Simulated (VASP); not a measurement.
Wanted: the native input for a VASP 6.6.1 run.

| Item | Value |
| --- | --- |
| Task | relaxation of cell and atoms |
| Functional | PBE |
| Potentials or basis | VASP PAW PBE potentials, release 64 (In_d, Ge_d, S) |
| Cutoff | 600 eV |
| k mesh | 6 × 6 × 2 |
| Occupations | gaussian, width 0.1 eV |
| Spin | no spin polarisation |
| Dipole correction | no |
| Further INCAR settings | ALGO = Normal; EDIFF = 1e-06; IBRION = 2; EDIFFG = -0.04; NSW = 90; ISIF = 3 |

The structure of In2GeS2 lies in POSCAR:

```
In2GeS2
1.0
    4.1142565900      0.0000000000      0.0000000000
   -2.0571283000      3.5630507300      0.0000000000
    0.0000000000      0.0000000000      8.3259356500
In Ge S
2 1 2
Direct
    0.3333333300      0.6666666700      0.2054603200
    0.3333333300      0.6666666700      0.7945396800
    0.0000000000      0.0000000000      0.5000000000
    0.6666666700      0.3333333300      0.0000000000
    0.0000000000      0.0000000000      0.0000000000
```

One way to write it, as run:

INCAR

```
SYSTEM = In2GeS2
PREC = Accurate
ENCUT = 600
EDIFF = 1E-6
ISMEAR = 0
SIGMA = 0.1
LREAL = .False.
LASPH = .True.
NELM = 100
ALGO = Normal
ISIF = 3
LWAVE = .False.
LCHARG = .False.
GGA = PE
IBRION = 2
NSW = 90
EDIFFG = -0.04
```

KPOINTS

```
Automatic mesh
0
Gamma
  6 6 2
  0 0 0
```

Potentials or basis: VASP PAW PBE potentials, release 64 (In_d, Ge_d, S).

Launch:

```console
$ cat potpaw_PBE.64/In_d/POTCAR potpaw_PBE.64/Ge_d/POTCAR potpaw_PBE.64/S/POTCAR > POTCAR
$ mpirun -np 1 vasp_std > vasp.out
```

It gave:

| Property | Result |
| --- | --- |
| Relaxed volume | 22.66 Å³/atom |
| Relaxed cell | a = 4.414 Å, b = 4.414 Å, c = 6.716 Å, α = 90.00°, β = 90.00°, γ = 120.00° |
| Space group after relaxing (to 0.05 Å) | P-6m2 (No. 187) |
| Energy gained by relaxing | 283.4 meV/atom |
| Ionic steps | 19 |
| Pressure after relaxing | 0.1 GPa |
| Largest force after relaxing | 0.010 eV/Å |
| Band gap on the k mesh | zero (band 26 reaches 6.42 eV, above the bottom of band 27 at 5.53 eV) |

Caveat: the k points lie up to 0.47 Å⁻¹ apart in the final cell; spin-orbit coupling is left out, which moves the levels of the heavy elements.

Run time: 10 min on 1 thread of AMD EPYC 9R45 96-Core Processor (Zen 5), on a shared host, peak memory 0.31 GiB.
